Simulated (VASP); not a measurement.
Set up this calculation in VASP 6.6.1, as the native input.

```
Task                   : single point
Functional             : LDA
Potentials or basis    : VASP PAW LDA potentials, release 64 (Zn, H)
Cutoff                 : 520 eV
k mesh                 : 4 × 3 × 3
Occupations            : gaussian, width 0.05 eV
Spin                   : no spin polarisation
Dipole correction      : no
Further INCAR settings : ALGO = Normal; EDIFF = 1e-06; NBANDS = 84
```

The structure of Zn12H (a cell with a defect) lies in POSCAR:

```
Zn12H
1.0
    5.3200000000      0.0000000000      0.0000000000
   -3.9900000000      6.9108830000      0.0000000000
    0.0000000000      0.0000000000      4.9369600000
Zn H
12 1
Direct
   -0.0224037845     -0.0088524144      0.0422494815
    0.1641236372      0.2208911654      0.4859334489
   -0.0008299468      0.3376425270      0.0086555289
    0.1662610271      0.5487756051      0.5268468855
    0.0039481321      0.6713260809     -0.0109391204
    0.1651965957      0.8749152605      0.4680461256
    0.5044347341     -0.0006719836      0.0106431893
    0.6728576231      0.2158352268      0.4784942556
    0.5158536534      0.3526329414      0.0452898140
    0.6675781213      0.5523906279      0.5318999951
    0.4905802105      0.6628455438      0.0138704790
    0.6670742079      0.8840132296      0.5445182866
    0.3248584727      0.1309483897      0.8609217008
```

The input as run:

INCAR

```
SYSTEM = Zn12H
  PREC = Accurate
  ENCUT = 520
  EDIFF = 1E-6
  ISMEAR = 0
  SIGMA = 0.05
  LREAL = .FALSE.
  LASPH = .TRUE.
  NELM = 80
  ALGO = Normal
  ISIF = 2
  LWAVE = .FALSE.
  LCHARG = .TRUE.
  LELF = .TRUE.
  LVHAR = .TRUE.
  NBANDS = 84
```

KPOINTS

```
Automatic mesh
0
G
  4 3 3
  0 0 0
```

Potentials or basis: VASP PAW LDA potentials, release 64 (Zn, H).

Run with:

```bash
$ cat potpaw_LDA.64/Zn/POTCAR potpaw_LDA.64/H/POTCAR > POTCAR
$ mpirun -np 1 vasp_std > vasp.out
```

It gave:

```
Pressure      : -5.5 GPa
Largest force : 0.036 eV/Å
```

Caveat: the k points lie up to 0.42 Å⁻¹ apart.

It took 3.8 min on 1 thread of Oxide Virtual Turin-like Processor (shared host), peak memory 0.32 GiB.
